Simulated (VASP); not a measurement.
A run of VASP 6.6.1:

Contents of INCAR:

```
PREC = Accurate
ENCUT = 520
EDIFF = 1E-6
ISMEAR = 0
SIGMA = 0.15
LREAL = F
LASPH = T
NELM = 80
ALGO = Fast
ISIF = 2
LWAVE = F
LCHARG = F
GGA = PS
NBANDS = 16
```

The input KPOINTS:

```
Automatic mesh
0
Gamma
  16 16 16
```

Contents of POSCAR:

```
AlRu
1.0
    2.9916000000      0.0000000000      0.0000000000
    0.0000000000      2.9916000000      0.0000000000
    0.0000000000      0.0000000000      2.9018520000
Al Ru
1 1
Direct
    0.0000000000      0.0000000000      0.0000000000
    0.5000000000      0.5000000000      0.5000000000
```

Potentials or basis: VASP PAW PBE potentials, release 64 (Al, Ru_pv).

Launch:

```console
$ cat potpaw_PBE.64/Al/POTCAR potpaw_PBE.64/Ru_pv/POTCAR > POTCAR
$ mpirun -np 1 vasp_std > vasp.out
```

Hardware: 1 thread of Intel(R) Xeon(R) 6975P-C (Granite Rapids) (shared host).

Question: Estimate the wall time of this run.

Answer: Run time: 43 s on 1 thread of Intel(R) Xeon(R) 6975P-C (Granite Rapids) (shared host), peak memory 0.27 GiB. Counts: scf iterations 13, k points 405.
